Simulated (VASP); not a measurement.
# Hf (P6/mmm) in VASP: further runs

Runs on Hf. Level: PBE. Tasks: single point.

Program: VASP 6.6.1. These are calculated values, not measurements. Logs are shortened: lines on timing, memory, paths and dates and some standing lists are left out, and cuts for length are marked.

## 1. The cell of the first run

Symmetry: P6/mmm, No. 191, hexagonal system. The conventional cell has a = 4.233 Å, b = 4.233 Å, c = 2.591 Å, α = 90.00°, β = 90.00°, γ = 120.00°. Hf (site symmetry 6/mmm) has 14 Hf at 2.59 to 2.77 Å within 3.4 Å. Within 3.2 Å of Hf (site symmetry -6m2) lie 11 Hf at 2.44 to 2.77 Å.

This isn't the form of Hf at room conditions, which is hcp.

## 2. Single point, PBE

INCAR reads:

```
SYSTEM = Hf
PREC     = Accurate       ! precision mode
ENCUT    = 520            ! plane-wave cutoff, eV
EDIFF    = 1E-6           ! SCF threshold, eV
ISMEAR   = -1             ! smearing method
SIGMA    = 0.08           ! smearing width, eV
LREAL    = .False.        ! projectors in reciprocal space
LASPH    = .True.         ! aspherical terms in the spheres
NELM     = 80             ! most SCF steps
ALGO     = Normal         ! electronic algorithm
ISIF     = 2              ! what is computed and relaxed
LWAVE    = .False.        ! write WAVECAR
LCHARG   = .False.        ! write CHGCAR
GGA      = PE             ! functional
NBANDS   = 22             ! bands
```

KPOINTS reads:

```
regular mesh
0
Gamma
  8 8 11
  0 0 0
```

POSCAR reads:

```
Hf
1.0
    4.2326705320      0.0000000000      0.0000000000
   -2.1163352660      3.6656002066      0.0000000000
    0.0000000000      0.0000000000      2.5911495452
Hf
3
Direct
    0.0000000000      0.0000000000      0.0000000000
    0.3333333333      0.6666666667      0.5000000000
    0.6666666667      0.3333333333      0.5000000000
```

Potentials or basis: VASP PAW PBE potentials, release 64 (Hf_pv).

Started as:

```bash
cat potpaw_PBE.64/Hf_pv/POTCAR > POTCAR
mpirun -np 1 vasp_std > vasp.out
```

OUTCAR:

```text
SYSTEM = Hf
   PREC = Accurate
   ENCUT = 520
   EDIFF = 1E-6
   ISMEAR = -1
   LREAL = .False.
   LASPH = .True.
   NELM = 80
   ISIF = 2
   GGA = PE

 ion  position               nearest neighbor table
   1  0.000  0.000  0.000-   2 2.77   3 2.77   2 2.77   3 2.77   3 2.77   3 2.77   2 2.77   2 2.77
                             3 2.77   3 2.77   2 2.77   2 2.77
   2  0.333  0.667  0.500-   3 2.44   3 2.44   3 2.44   1 2.77   1 2.77   1 2.77   1 2.77   1 2.77
                             1 2.77   3 3.56   3 3.56   3 3.56   3 3.56   3 3.56   3 3.56
   3  0.667  0.333  0.500-   2 2.44   2 2.44   2 2.44   1 2.77   1 2.77   1 2.77   1 2.77   1 2.77
                             1 2.77   2 3.56   2 3.56   2 3.56   2 3.56   2 3.56   2 3.56

  LATTYP: Found a hexagonal cell.
 ALAT       =     4.2326705320
 C/A-ratio  =     0.6121784168

  Lattice vectors:

 A1 = (   4.2326705320,   0.0000000000,   0.0000000000)
 A2 = (  -2.1163352660,   3.6656002066,   0.0000000000)
 A3 = (   0.0000000000,   0.0000000000,   2.5911495452)

Analysis of symmetry for initial positions (statically):
=====================================================================
 Subroutine PRICEL returns:
 Original cell was already a primitive cell.

 Routine SETGRP: Setting up the symmetry group for a
 hexagonal supercell.

 Subroutine GETGRP returns: Found 24 space group operations
 (whereof 24 operations were pure point group operations)
 out of a pool of 24 trial point group operations.

The static configuration has the point symmetry D_6h.

Analysis of symmetry for dynamics (positions and initial velocities):
=====================================================================
 Subroutine PRICEL returns:
 Original cell was already a primitive cell.

 Routine SETGRP: Setting up the symmetry group for a
 hexagonal supercell.

 Subroutine GETGRP returns: Found 24 space group operations
 (whereof 24 operations were pure point group operations)
 out of a pool of 24 trial point group operations.

The dynamic configuration has the point symmetry D_6h.

 Subroutine INISYM returns: Found 24 space group operations
 (whereof 24 operations are pure point group operations),
 and found     1 'primitive' translations

----------------------------------------------------------------------------------------

                                     Primitive cell

  volume of cell :      40.2024

  direct lattice vectors                    reciprocal lattice vectors
     4.232670532  0.000000000  0.000000000     0.236257463  0.136403310  0.000000000
    -2.116335266  3.665600207  0.000000000     0.000000000  0.272806619  0.000000000
     0.000000000  0.000000000  2.591149545     0.000000000  0.000000000  0.385929095

  length of vectors
     4.232670532  4.232670532  2.591149545     0.272806619  0.272806619  0.385929095

  position of ions in fractional coordinates (direct lattice)
     0.000000000  0.000000000  0.000000000
     0.333333333  0.666666667  0.500000000
     0.666666667  0.333333333  0.500000000

  ion indices of the primitive-cell ions
   primitive index   ion index
                 1           1
                 2           2
                 3           3

----------------------------------------------------------------------------------------

 KPOINTS: regular mesh

Automatic generation of k-mesh.
 Grid dimensions read from file:
 generate k-points for:    8    8   11

 Generating k-lattice:

  Cartesian coordinates                     Fractional coordinates (reciprocal lattice)
     0.029532183  0.017050414  0.000000000     0.125000000  0.000000000  0.000000000
     0.000000000  0.034100827  0.000000000     0.000000000  0.125000000  0.000000000
     0.000000000  0.000000000  0.035084463     0.000000000  0.000000000  0.090909091

  Length of vectors
     0.034100827  0.034100827  0.035084463

  Shift w.r.t. Gamma in fractional coordinates (k-lattice)
     0.000000000  0.000000000  0.000000000

 Subroutine IBZKPT returns following result:
 ===========================================

 Found     60 irreducible k-points:

 Following reciprocal coordinates:
            Coordinates               Weight
  0.000000  0.000000  0.000000      1.000000
  0.125000  0.000000  0.000000      6.000000
  0.250000  0.000000  0.000000      6.000000
  0.375000  0.000000  0.000000      6.000000
  0.500000  0.000000  0.000000      3.000000
  0.125000  0.125000  0.000000      6.000000
[... 16 lines left out ...]
  0.250000  0.000000  0.181818     12.000000
  0.375000  0.000000  0.181818     12.000000
 [... further k-points ...]
   k-points           NKPTS =     60   k-points in BZ     NKDIM =     60   number of bands    NBANDS=     22
   number of dos      NEDOS =    301   number of ions     NIONS =      3
   total plane-waves  NPLWV =  20480
   dimension x,y,z NGX =    32 NGY =   32 NGZ =   20
   dimension x,y,z NGXF=    64 NGYF=   64 NGZF=   40
   ions per type =               3
   NGX,Y,Z   is equivalent  to a cutoff of  12.57, 12.57, 12.83 a.u.
   NGXF,Y,Z  is equivalent  to a cutoff of  25.14, 25.14, 25.66 a.u.
 SYSTEM =  Hf
   PREC   = accura    normal or accurate (medium, high low for compatibility)
   ISTART =      0    job   : 0-new  1-cont  2-samecut
   ICHARG =      2    charge: 1-file 2-atom 10-const
   ISPIN  =      1    spin polarized calculation?
   LNONCOLLINEAR =      F non collinear calculations
   LSORBIT =      F    spin-orbit coupling
   LASPH  =      T    aspherical Exc in radial PAW
   ENCUT  =  520.0 eV  38.22 Ry    6.18 a.u.   7.87  7.87  4.82*2*pi/ulx,y,z
   NELM   =     80;   NELMIN=  2; NELMDL= -5     # of ELM steps
   EDIFF  = 0.1E-05   stopping-criterion for ELM
   LREAL  =      F    real-space projection
   EDIFFG = 0.1E-04   stopping-criterion for IOM
   NSW    =      0    number of steps for IOM
   IBRION =     -1    ionic relax: 0-MD 1-quasi-New 2-CG
   NFREE  =      0    steps in history (QN), initial steepest desc. (CG)
   ISIF   =      2    stress and relaxation
   ISYM   =      2    0-nonsym 1-usesym 2-fastsym
   POTIM  = 0.5000    time-step for ionic-motion
   TEBEG  =    0.0;   TEEND  =   0.0 temperature during run
   PSTRESS=    0.0 pullay stress
   NELECT =      30.0000    total number of electrons
   NUPDOWN=      -1.0000    fix difference up-down
   EMIN   =  10.00;   EMAX   =-10.00  energy-range for DOS
   EFERMI =   0.00;   METHOD = LEGACY
   ISMEAR =    -1;   SIGMA  =   0.08  broadening in eV -4-tet -1-fermi 0-gaus
   EFERMI_NEDOS =   21; number of points for ismear=-14 and -15
   IALGO  =     38    algorithm
   IMIX   =      4    mixing-type and parameters
     AMIX     =   0.40;   BMIX     =  1.00
     AMIX_MAG =   1.60;   BMIX_MAG =  1.00
  volume/ion in A,a.u.               =      13.40        90.43
  Fermi-wavevector in a.u.,A,eV,Ry     =   1.484902  2.806059 29.999963  2.204935
  Thomas-Fermi vector in A             =   2.598381
   LORBIT       =      0    0 simple, 1 ext, 2 COOP (PROOUT), +10 PAW based schemes
   GGA     = PE    functional components
   LHFCALC =     F    Hartree Fock is set to
   AEXX    =    0.0000 exact exchange contribution
   IVDW    =     0    specifies the selected vdW correction
   LEPSILON=     F    determine dielectric tensor
   LRPA    =     F    only Hartree local field effects (RPA)
 non-spin polarized calculation
  energy-cutoff  :      520.00
  volume of cell :       40.20
 maximum number of plane-waves:      1095
 NGX is ok and might be reduce to    32
   NGX = 15   NGY = 15   NGZ =  9

 number of electron      30.0000002 magnetization

 Free energy of the ion-electron system (eV)
  ---------------------------------------------------
  ext. energy  EPLUGINS =         0.00000000
  ---------------------------------------------------
  free energy    TOTEN  =       -22.17081023 eV

  energy without entropy =      -22.12065336  energy(sigma->0) =      -22.14573180

 E-fermi :   8.7778     XC(G=0): -13.8604

 val. band max:        8.7419779680   @ k =   0.0000   0.0000   0.0000
 cond. band min:       8.7935368469   @ k =   0.3750   0.0000   0.0909
 fundamental gap:      0.0515588790
 Fermi energy:         8.7778001174

 k-point     1 :       0.0000    0.0000    0.0000
  band No.  band energies     occupation
      1     -22.3099      2.00000
      2     -22.3099      2.00000
      3     -21.6423      2.00000
      4     -21.6423      2.00000
      5     -20.1357      2.00000
      6     -19.2266      2.00000
[... 14 lines left out ...]
     21      12.9662      0.00000
     22      12.9794      0.00000

 k-point     2 :       0.1250    0.0000    0.0000
  band No.  band energies     occupation
      1     -22.5336      2.00000
      2     -22.4340      2.00000
      3     -21.3639      2.00000
      4     -21.3116      2.00000
      5     -20.0963      2.00000
      6     -19.3746      2.00000
[... 14 lines left out ...]
     21      12.1935      0.00000
     22      14.1224      0.00000

 k-point     3 :       0.2500    0.0000    0.0000
  band No.  band energies     occupation
      1     -22.8432      2.00000
      2     -22.4480      2.00000
      3     -20.9028      2.00000
      4     -20.7592      2.00000
      5     -19.9849      2.00000
      6     -19.9635      2.00000
[... 14 lines left out ...]
     21      12.8729      0.00000
     22      15.4112      0.00000
[... 476 lines left out ...]
 k-point    23 :       0.2500    0.0000    0.1818
  band No.  band energies     occupation
      1     -22.6349      2.00000
      2     -22.3000      2.00000
      3     -20.9933      2.00000
      4     -20.8221      2.00000
      5     -20.5729      2.00000
      6     -20.3506      2.00000
[... 14 lines left out ...]
     21      12.5286      0.00000
     22      15.6756      0.00000

 k-point    24 :       0.3750    0.0000    0.1818
  band No.  band energies     occupation
      1     -22.8250      2.00000
      2     -22.1198      2.00000
      3     -21.1363      2.00000
      4     -20.5836      2.00000
      5     -20.4941      2.00000
      6     -20.1241      2.00000
[... 14 lines left out ...]
     21      13.5899      0.00000
     22      14.7760      0.00000

 [... further k-points ...]

------------------------ aborting loop because EDIFF is reached ----------------------------------------

  FORCE on cell =-STRESS in cart. coord.  units (eV):
  Direction    XX          YY          ZZ          XY          YZ          ZX
  --------------------------------------------------------------------------------------
  -------------------------------------------------------------------------------------
  Total       33.2255577     33.2255577     33.3015631      0.0000000     -0.0000000      0.0000000
  in kB     1324.1306019   1324.1306019   1327.1596290      0.0000000     -0.0000000      0.0000000
  external PRESSURE =    1325.1402776 kB  Pullay stress =       0.0000000 kB

 VOLUME and BASIS-vectors are now :
 -----------------------------------------------------------------------------
  energy-cutoff  :      520.00
  volume of cell :       40.20
      direct lattice vectors                 reciprocal lattice vectors
     4.232670532  0.000000000  0.000000000     0.236257463  0.136403310  0.000000000
    -2.116335266  3.665600207  0.000000000     0.000000000  0.272806619  0.000000000
     0.000000000  0.000000000  2.591149545     0.000000000  0.000000000  0.385929095

 POSITION                                       TOTAL-FORCE (eV/Angst)
 -----------------------------------------------------------------------------------
      0.00000      0.00000      0.00000        -0.000000      0.000000      0.000000
     -0.00000      2.44373      1.29557         0.000000      0.000000      0.000000
      2.11634      1.22187      1.29557         0.000000     -0.000000      0.000000
 -----------------------------------------------------------------------------------
    total drift:                               -0.000000      0.000000      0.000000

  FREE ENERGIE OF THE ION-ELECTRON SYSTEM (eV)
  ---------------------------------------------------
  free  energy   TOTEN  =       -22.1708102309 eV

  energy  without entropy=      -22.1206533599  energy(sigma->0) =      -22.14573180
```

Run time: 59 s. Hardware: 1 thread of Intel Xeon 8259CL, shared host; peak memory 0.18 GiB.

What came out:

* Free energy: -22.1708 eV
* Pressure: 132.5 GPa
* Band gap on the k mesh: zero (bands 15 and 16 overlap by 1.54 eV)

Levels at points of the mesh, in eV from the Fermi level:
```tsv
k point	band 11	band 12	band 13	band 14	band 15	band 16	band 17	band 18	band 19	band 20
(0.00, 0.00, 0.00)	-4.73	-0.65	-0.04	-0.04	0.18	0.18	1.16	2.83	2.83	4.19
(0.50, 0.00, 0.00)	-4.37	-4.08	-1.65	-1.41	-0.82	-0.35	1.27	1.97	4.68	4.69
```

Caveat: the cell stands under pressure; spin-orbit coupling is left out, which moves the levels of the heavy elements.

## 3. Single point, PBE (13.40 Å³/atom)

INCAR reads:

```
PREC = Accurate
ENCUT = 520
EDIFF = 1E-6
ISMEAR = -1
SIGMA = 0.08
LREAL = False
LASPH = True
NELM = 100
ALGO = Normal
ISIF = 2
LWAVE = False
LCHARG = True
GGA = PE
LELF = True
LVHAR = True
NBANDS = 22
```

KPOINTS reads:

```
regular mesh
0
Gamma
  8 8 11
```

POSCAR is that of step 2.

Potentials or basis: VASP PAW PBE potentials, release 64 (Hf_pv).

Started as:

```bash
cat potpaw_PBE.64/Hf_pv/POTCAR > POTCAR
mpirun -np 1 vasp_std > vasp.out
```

It took 56 s on 1 thread of Intel Xeon 8259CL, shared host; peak memory 0.18 GiB.

Results (log left out):

```
Free energy            : -22.1708 eV
Pressure               : 132.5 GPa
Band gap on the k mesh : zero (bands 15 and 16 overlap by 1.54 eV)
```

Stress tensor (GPa, compression positive):
```
132.41   0.00   0.00
  0.00 132.41   0.00
  0.00   0.00 132.72
```

Levels at points of the mesh, in eV from the Fermi level:
| k point | band 11 | band 12 | band 13 | band 14 | band 15 | band 16 | band 17 | band 18 | band 19 | band 20 |
| --- | --- | --- | --- | --- | --- | --- | --- | --- | --- | --- |
| (0.00, 0.00, 0.00) | -4.73 | -0.65 | -0.04 | -0.04 | 0.18 | 0.18 | 1.16 | 2.83 | 2.83 | 4.19 |
| (0.50, 0.00, 0.00) | -4.37 | -4.08 | -1.65 | -1.41 | -0.82 | -0.35 | 1.27 | 1.97 | 4.68 | 4.69 |

Caveat: the cell stands under pressure; spin-orbit coupling is left out, which moves the levels of the heavy elements.

## 4. Single point, PBE

This run uses another cell than the first one, of 15.63 Å³/atom.

INCAR reads:

```
SYSTEM = Hf
ALGO     = Normal         ! electronic algorithm
EDIFF    = 1E-6           ! SCF threshold, eV
ENCUT    = 520            ! plane-wave cutoff, eV
GGA      = PE             ! functional
ISIF     = 2              ! what is computed and relaxed
ISMEAR   = -1             ! smearing method
LASPH    = .TRUE.         ! aspherical terms in the spheres
LCHARG   = .FALSE.        ! write CHGCAR
LREAL    = .FALSE.        ! projectors in reciprocal space
LWAVE    = .FALSE.        ! write WAVECAR
NBANDS   = 22             ! bands
NELM     = 60             ! most SCF steps
PREC     = Accurate       ! precision mode
SIGMA    = 0.08           ! smearing width, eV
```

KPOINTS reads:

```
k-points
0
G
  8 8 11
  0 0 0
```

POSCAR reads:

```
Hf
1.0
    4.4364827643      0.0000000000      0.0000000000
   -2.2182413822      3.8421067773      0.0000000000
    0.0000000000      0.0000000000      2.7516335759
Hf
3
Direct
    0.0000000000      0.0000000000      0.0000000000
    0.3333333333      0.6666666667      0.5000000000
    0.6666666667      0.3333333333      0.5000000000
```

Started as:

```bash
cat potpaw_PBE.64/Hf_pv/POTCAR > POTCAR
mpirun -np 1 vasp_std > vasp.out
```

Run time: 55 s. Hardware: 1 thread of Intel Xeon 8259CL, shared host; peak memory 0.19 GiB.

It converged, with:

| Property | Result |
| --- | --- |
| Free energy | -26.3114 eV |
| Pressure | 70.9 GPa |
| Band gap on the k mesh | zero (bands 15 and 16 overlap by 1.20 eV) |

Stress tensor (GPa, compression positive):
```
70.70  0.00  0.00
 0.00 70.70  0.00
 0.00  0.00 71.25
```

Levels at points of the mesh, in eV from the Fermi level:
```csv
k point,band 12,band 13,band 14,band 15,band 16,band 17,band 18,band 19
"(0.00, 0.00, 0.00)",-0.60,-0.35,-0.35,-0.24,-0.24,1.29,2.66,2.66
"(0.50, 0.00, 0.00)",-4.37,-1.12,-1.06,-0.72,-0.13,1.15,1.74,3.18
```

Caveat: the cell stands under pressure; spin-orbit coupling is left out, which moves the levels of the heavy elements.
